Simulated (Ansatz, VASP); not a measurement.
GaSn: VASP beside Ansatz

INCAR

```
PREC = Accurate
ENCUT = 600
EDIFF = 1E-6
ISMEAR = 0
SIGMA = 0.1
LREAL = F
LASPH = T
NELM = 80
ALGO = Fast
ISIF = 3
LWAVE = F
LCHARG = F
GGA = PE
IBRION = 2
NSW = 100
EDIFFG = -0.01
```

The input KPOINTS:

```
Automatic mesh
0
Gamma
  16 16 16
```

POSCAR

```
GaSn
1.0
    0.0000000000      2.9027512816      2.9027512816
    2.9027512816      0.0000000000      2.9027512816
    2.9027512816      2.9027512816      0.0000000000
Ga Sn
1 1
Direct
    0.5000000000      0.5000000000      0.5000000000
    0.0000000000      0.0000000000      0.0000000000
```

Input for Ansatz:

```yaml
crystal:
  lattice:
    - [0.0, 2.9027512816, 2.9027512816]
    - [2.9027512816, 0.0, 2.9027512816]
    - [2.9027512816, 2.9027512816, 0.0]
  atoms:
    - { symbol: Ga, position: [0.5, 0.5, 0.5] }
    - { symbol: Sn, position: [0.0, 0.0, 0.0] }
basis:
  ecutwfc: 420
kpoints:
  mp_grid: { grid: [16, 16, 16] }
hamiltonian:
  xc: pbe
scf:
  occupations: { method: gaussian, width: 0.1 }
output:
  forces: true
  stress: true
  eigenvalues: true
relax:
  adjacent_minimum: "off"
  f_tol: 0.01
  max_steps: 80
  cell: { stress_tol: 0.05 }
```

Change from the starting cell: species swapped into the YS type (Fm-3m, No. 225).

Alike in both runs: task relaxation of cell and atoms; functional PBE; k mesh 16 × 16 × 16; occupations gaussian, width 0.1 eV; no spin polarisation.

```csv
,VASP,Ansatz
version,VASP 6.6.1,Ansatz 0.2.0
potentials or method,"VASP PAW PBE potentials, release 64 (Ga_d, Sn_d), cutoff 600 eV","scalar-relativistic, plane waves, PAW"
valence electrons in the cell,27,27
```

```csv
,VASP,Ansatz,Ansatz less VASP
"gap on the k mesh at the Fermi level, each at its own relaxed structure (eV)",none,none,-
relaxed volume (Å³/atom),24.43,24.40,-0.028
relaxed length of the cell vector where the two differ most in proportion (Å),4.103,4.102,-0.0016
```

A gap of «none» marks a metal or a gap that the smearing closes.
